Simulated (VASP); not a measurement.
## AlN: single point with PBE

AlN:

```
Al N
1.0
     0.01363    2.09500    2.16078
     2.10619    0.01190    2.16251
     2.08939    2.07993    0.02871
Al N
1 1
Direct
  0.51678 0.49997 0.47666
  0.98322 0.00003 0.02334
```

This cell differs from its parent crystal: atoms moved at random and the cell strained at random.

```json
{"Program": "VASP 6.6.1", "Task": "single point", "Functional": "PBE", "Potentials or basis": "VASP PAW PBE potentials, release 64 (Al, N)", "Cutoff": "520 eV", "k mesh": "10 × 10 × 10", "Occupations": "gaussian, width 0.02 eV", "Spin": "no spin polarisation", "Dipole correction": "no", "Further INCAR settings": "ALGO = Normal; EDIFF = 1e-07; NBANDS = 11"}
```

```yaml
Pressure: -19.3 GPa
Largest_force: 0.447 eV/Å
Band_gap_on_the_k_mesh: 3.16 eV, indirect (least direct gap 3.79 eV)
```

Forces in eV/Å, atoms in the order of the input:
```
Al   0.415  0.116 -0.119
N   -0.415 -0.116  0.119
```

Stress tensor (GPa, compression positive):
```
-16.67   0.36  -3.82
  0.36 -19.70  -3.31
 -3.82  -3.31 -21.46
```

Levels at points of the mesh, in eV from the valence-band top:
| k point | band 1 | band 2 | band 3 | band 4 | band 5 | band 6 | band 7 | band 8 | band 9 |
| --- | --- | --- | --- | --- | --- | --- | --- | --- | --- |
| (0.00, 0.00, 0.00) | -16.68 | -0.34 | -0.29 | 0.00 | 3.79 | 11.23 | 11.70 | 11.93 | 15.89 |
| (0.50, 0.00, 0.00) | -13.90 | -7.73 | -1.19 | -0.94 | 5.17 | 9.59 | 10.06 | 11.42 | 14.69 |
| (0.00, 0.50, 0.00) | -13.91 | -7.75 | -1.13 | -0.95 | 5.16 | 9.57 | 10.06 | 11.52 | 14.65 |
| (0.50, 0.50, 0.00) | -13.23 | -6.83 | -2.59 | -2.52 | 3.44 | 5.47 | 12.16 | 15.38 | 15.53 |
| (0.00, 0.00, 0.50) | -13.84 | -7.62 | -1.26 | -1.07 | 5.02 | 9.40 | 9.97 | 11.37 | 14.60 |
| (0.50, 0.00, 0.50) | -13.00 | -6.72 | -2.98 | -2.52 | 3.16 | 5.21 | 12.56 | 14.72 | 15.56 |
| (0.00, 0.50, 0.50) | -13.04 | -6.74 | -2.95 | -2.49 | 3.20 | 5.26 | 12.48 | 14.72 | 15.63 |
| (0.50, 0.50, 0.50) | -13.95 | -7.83 | -1.00 | -0.95 | 5.32 | 9.67 | 10.28 | 11.41 | 14.75 |

Wall time 2.4 min on 1 thread of AMD EPYC 7R43 64-Core Processor (Zen 3), with other jobs on the host, peak memory 0.18 GiB.

Caveat: the cell differs from its parent crystal (atoms moved at random and the cell strained at random). A k mesh can miss the band edges.
